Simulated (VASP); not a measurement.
# BAs (F-43m) in VASP: further runs, part 3 of 3

VASP 6.6.1.

### 6 Single point, PBE

Input file INCAR:

```
PREC     = Accurate       # precision mode
ENCUT    = 520            # plane-wave cutoff, eV
EDIFF    = 1E-6           # SCF threshold, eV
ISMEAR   = 0              # smearing method
SIGMA    = 0.016          # smearing width, eV
LREAL    = F              # projectors in reciprocal space
LASPH    = T              # aspherical terms in the spheres
NELM     = 80             # most SCF steps
ALGO     = Normal         # electronic algorithm
ISIF     = 2              # what is computed and relaxed
LWAVE    = F              # write WAVECAR
LCHARG   = F              # write CHGCAR
GGA      = PE             # functional
NBANDS   = 11             # bands
```

Input file KPOINTS:

```
regular mesh
0
Gamma
  10 10 10
```

Input file POSCAR:

```
BAs
1.0
    0.0000000000      2.3885000000      2.3885000000
    2.3885000000      0.0000000000      2.3885000000
    2.3885000000      2.3885000000      0.0000000000
As B
1 1
Direct
    0.7500000000      0.7500000000      0.7500000000
    0.0000000000      0.0000000000      0.0000000000
```

Potentials or basis: VASP PAW PBE potentials, release 64 (As, B).

Command:

```
cat potpaw_PBE.64/As/POTCAR potpaw_PBE.64/B/POTCAR > POTCAR
mpirun -np 1 vasp_std > vasp.out
```

OUTCAR:

```text
PREC = Accurate
   ENCUT = 520
   EDIFF = 1E-6
   ISMEAR = 0
   LREAL = F
   LASPH = T
   NELM = 80
   ISIF = 2
   GGA = PE

 ion  position               nearest neighbor table
   1  0.750  0.750  0.750-   2 2.07   2 2.07   2 2.07   2 2.07
   2  0.000  0.000  0.000-   1 2.07   1 2.07   1 2.07   1 2.07

  LATTYP: Found a face centered cubic cell.
 ALAT       =     4.7770000000

  Lattice vectors:

 A1 = (   0.0000000000,   2.3885000000,   2.3885000000)
 A2 = (   2.3885000000,   0.0000000000,   2.3885000000)
 A3 = (   2.3885000000,   2.3885000000,   0.0000000000)

Analysis of symmetry for initial positions (statically):
=====================================================================
 Subroutine PRICEL returns:
 Original cell was already a primitive cell.

 Routine SETGRP: Setting up the symmetry group for a
 face centered cubic supercell.

 Subroutine GETGRP returns: Found 24 space group operations
 (whereof 24 operations were pure point group operations)
 out of a pool of 48 trial point group operations.

The static configuration has the point symmetry T_d .

Analysis of symmetry for dynamics (positions and initial velocities):
=====================================================================
 Subroutine PRICEL returns:
 Original cell was already a primitive cell.

 Routine SETGRP: Setting up the symmetry group for a
 face centered cubic supercell.

 Subroutine GETGRP returns: Found 24 space group operations
 (whereof 24 operations were pure point group operations)
 out of a pool of 48 trial point group operations.

The dynamic configuration has the point symmetry T_d .

 Subroutine INISYM returns: Found 24 space group operations
 (whereof 24 operations are pure point group operations),
 and found     1 'primitive' translations

----------------------------------------------------------------------------------------

                                     Primitive cell

  volume of cell :      27.2525

  direct lattice vectors                    reciprocal lattice vectors
     0.000000000  2.388500000  2.388500000    -0.209336404  0.209336404  0.209336404
     2.388500000  0.000000000  2.388500000     0.209336404 -0.209336404  0.209336404
     2.388500000  2.388500000  0.000000000     0.209336404  0.209336404 -0.209336404

  length of vectors
     3.377849094  3.377849094  3.377849094     0.362581287  0.362581287  0.362581287

  position of ions in fractional coordinates (direct lattice)
     0.750000000  0.750000000  0.750000000
     0.000000000  0.000000000  0.000000000

  ion indices of the primitive-cell ions
   primitive index   ion index
                 1           1
                 2           2

----------------------------------------------------------------------------------------

 KPOINTS: regular mesh

Automatic generation of k-mesh.
 Grid dimensions read from file:
 generate k-points for:   10   10   10

 Generating k-lattice:

  Cartesian coordinates                     Fractional coordinates (reciprocal lattice)
    -0.020933640  0.020933640  0.020933640     0.100000000  0.000000000  0.000000000
     0.020933640 -0.020933640  0.020933640     0.000000000  0.100000000  0.000000000
     0.020933640  0.020933640 -0.020933640     0.000000000  0.000000000  0.100000000

  Length of vectors
     0.036258129  0.036258129  0.036258129

  Shift w.r.t. Gamma in fractional coordinates (k-lattice)
     0.000000000  0.000000000  0.000000000

 Subroutine IBZKPT returns following result:
 ===========================================

 Found     47 irreducible k-points:

 Following reciprocal coordinates:
            Coordinates               Weight
  0.000000  0.000000  0.000000      1.000000
  0.100000  0.000000  0.000000      8.000000
  0.200000  0.000000  0.000000      8.000000
  0.300000  0.000000  0.000000      8.000000
  0.400000  0.000000  0.000000      8.000000
  0.500000  0.000000  0.000000      4.000000
[... 16 lines left out ...]
  0.300000  0.300000  0.000000      6.000000
  0.400000  0.300000  0.000000     24.000000
 [... further k-points ...]
   k-points           NKPTS =     47   k-points in BZ     NKDIM =     47   number of bands    NBANDS=     11
   number of dos      NEDOS =    301   number of ions     NIONS =      2
   total plane-waves  NPLWV =  21952
   dimension x,y,z NGX =    28 NGY =   28 NGZ =   28
   dimension x,y,z NGXF=    56 NGYF=   56 NGZF=   56
   ions per type =               1   1
   NGX,Y,Z   is equivalent  to a cutoff of  13.78, 13.78, 13.78 a.u.
   NGXF,Y,Z  is equivalent  to a cutoff of  27.56, 27.56, 27.56 a.u.
 SYSTEM =  unknown system
   PREC   = accura    normal or accurate (medium, high low for compatibility)
   ISTART =      0    job   : 0-new  1-cont  2-samecut
   ICHARG =      2    charge: 1-file 2-atom 10-const
   ISPIN  =      1    spin polarized calculation?
   LNONCOLLINEAR =      F non collinear calculations
   LSORBIT =      F    spin-orbit coupling
   LASPH  =      T    aspherical Exc in radial PAW
   ENCUT  =  520.0 eV  38.22 Ry    6.18 a.u.   6.28  6.28  6.28*2*pi/ulx,y,z
   NELM   =     80;   NELMIN=  2; NELMDL= -5     # of ELM steps
   EDIFF  = 0.1E-05   stopping-criterion for ELM
   LREAL  =      F    real-space projection
   EDIFFG = 0.1E-04   stopping-criterion for IOM
   NSW    =      0    number of steps for IOM
   IBRION =     -1    ionic relax: 0-MD 1-quasi-New 2-CG
   NFREE  =      0    steps in history (QN), initial steepest desc. (CG)
   ISIF   =      2    stress and relaxation
   ISYM   =      2    0-nonsym 1-usesym 2-fastsym
   POTIM  = 0.5000    time-step for ionic-motion
   TEBEG  =    0.0;   TEEND  =   0.0 temperature during run
   PSTRESS=    0.0 pullay stress
   NELECT =       8.0000    total number of electrons
   NUPDOWN=      -1.0000    fix difference up-down
   EMIN   =  10.00;   EMAX   =-10.00  energy-range for DOS
   EFERMI =   0.00;   METHOD = LEGACY
   ISMEAR =     0;   SIGMA  =   0.02  broadening in eV -4-tet -1-fermi 0-gaus
   EFERMI_NEDOS =   21; number of points for ismear=-14 and -15
   IALGO  =     38    algorithm
   IMIX   =      4    mixing-type and parameters
     AMIX     =   0.40;   BMIX     =  1.00
     AMIX_MAG =   1.60;   BMIX_MAG =  1.00
  volume/ion in A,a.u.               =      13.63        91.95
  Fermi-wavevector in a.u.,A,eV,Ry     =   1.088018  2.056057 16.106360  1.183784
  Thomas-Fermi vector in A             =   2.224191
   LORBIT       =      0    0 simple, 1 ext, 2 COOP (PROOUT), +10 PAW based schemes
   GGA     = PE    functional components
   LHFCALC =     F    Hartree Fock is set to
   AEXX    =    0.0000 exact exchange contribution
   IVDW    =     0    specifies the selected vdW correction
   LEPSILON=     F    determine dielectric tensor
   LRPA    =     F    only Hartree local field effects (RPA)
 non-spin polarized calculation
 Gauss-broadening in eV      SIGMA  =   0.02
  energy-cutoff  :      520.00
  volume of cell :       27.25
 maximum number of plane-waves:       754
 NGX is ok and might be reduce to    28
   NGX = 13   NGY = 13   NGZ = 13

 number of electron       8.0000000 magnetization

 Free energy of the ion-electron system (eV)
  ---------------------------------------------------
  ext. energy  EPLUGINS =         0.00000000
  ---------------------------------------------------
  free energy    TOTEN  =       -11.40640277 eV

  energy without entropy =      -11.40640277  energy(sigma->0) =      -11.40640277

 E-fermi :   6.2385     XC(G=0): -10.5843

 val. band max:        6.1263304018   @ k =   0.0000   0.0000   0.0000
 cond. band min:       7.3017620040   @ k =   0.4000   0.4000   0.0000
 fundamental gap:      1.1754316022
 Fermi energy:         6.2385213397

 k-point     1 :       0.0000    0.0000    0.0000
  band No.  band energies     occupation
      1      -9.2749      2.00000
      2       6.1263      2.00000
      3       6.1263      2.00000
      4       6.1263      2.00000
      5       9.4028      0.00000
      6       9.4028      0.00000
      7       9.4028      0.00000
      8      10.8131      0.00000
      9      15.7090      0.00000
     10      19.0768      0.00000
     11      19.0768      0.00000
[... 309 lines left out ...]
 k-point    24 :       0.4000    0.3000    0.0000
  band No.  band energies     occupation
      1      -6.6308      2.00000
      2      -0.3314      2.00000
      3       2.1499      2.00000
      4       2.6401      2.00000
      5       7.8225      0.00000
      6       9.5221      0.00000
      7      14.9620      0.00000
      8      15.1948      0.00000
      9      18.1795      0.00000
     10      21.9433      0.00000
     11      21.9978      0.00000

 [... further k-points ...]
[... 5 lines left out ...]
  --------------------------------------------------------------------------------------
  -------------------------------------------------------------------------------------
  Total        0.5824743      0.5824743      0.5824743      0.0000000      0.0000000      0.0000000
  in kB       34.2437715     34.2437715     34.2437715      0.0000000      0.0000000      0.0000000
  external PRESSURE =      34.2437715 kB  Pullay stress =       0.0000000 kB

 VOLUME and BASIS-vectors are now :
 -----------------------------------------------------------------------------
  energy-cutoff  :      520.00
  volume of cell :       27.25
      direct lattice vectors                 reciprocal lattice vectors
     0.000000000  2.388500000  2.388500000    -0.209336404  0.209336404  0.209336404
     2.388500000  0.000000000  2.388500000     0.209336404 -0.209336404  0.209336404
     2.388500000  2.388500000  0.000000000     0.209336404  0.209336404 -0.209336404

 POSITION                                       TOTAL-FORCE (eV/Angst)
 -----------------------------------------------------------------------------------
      3.58275      3.58275      3.58275         0.000000      0.000000      0.000000
      0.00000      0.00000      0.00000        -0.000000     -0.000000     -0.000000
 -----------------------------------------------------------------------------------
    total drift:                                0.000000      0.000000      0.000000

  FREE ENERGIE OF THE ION-ELECTRON SYSTEM (eV)
  ---------------------------------------------------
  free  energy   TOTEN  =       -11.4064027662 eV

  energy  without entropy=      -11.4064027662  energy(sigma->0) =      -11.40640277
```

Run time: 7.4 s. Hardware: 1 thread of Intel Xeon 6975P-C (Granite Rapids), shared host; peak memory 0.16 GiB.

Results:

| Item | Value |
| --- | --- |
| Free energy | -11.4064 eV |
| Pressure | 3.4 GPa |
| Band gap on the k mesh | 1.18 eV, indirect (least direct gap 3.28 eV) |

### 7 Overview

```tsv
task	spin	cell	k mesh	cutoff (eV)	smearing	gap on the mesh (eV)	pressure (GPa)
relaxation of cell and atoms	non-collinear, zero start, SOC	relaxed	7 × 7 × 7	600	fermi-dirac 0.05 eV	-	0.0
single point	off	as given	5 × 5 × 5	520	fermi-dirac 0.06 eV	1.17	3.6
single point	off	as given	10 × 10 × 10	520	gaussian 0.011 eV	1.18	3.4
single point	off	as given	10 × 10 × 10	520	gaussian 0.028 eV	1.18	3.4
single point	off	as given	10 × 10 × 10	520	gaussian 0.016 eV	1.18	3.4
```

Alike in all rows: level PBE; potentials or basis VASP PAW PBE potentials, release 64 (As, B).

Caveats: some runs use coarse meshes.

Absolute energies hang on the potentials; compare differences alone.
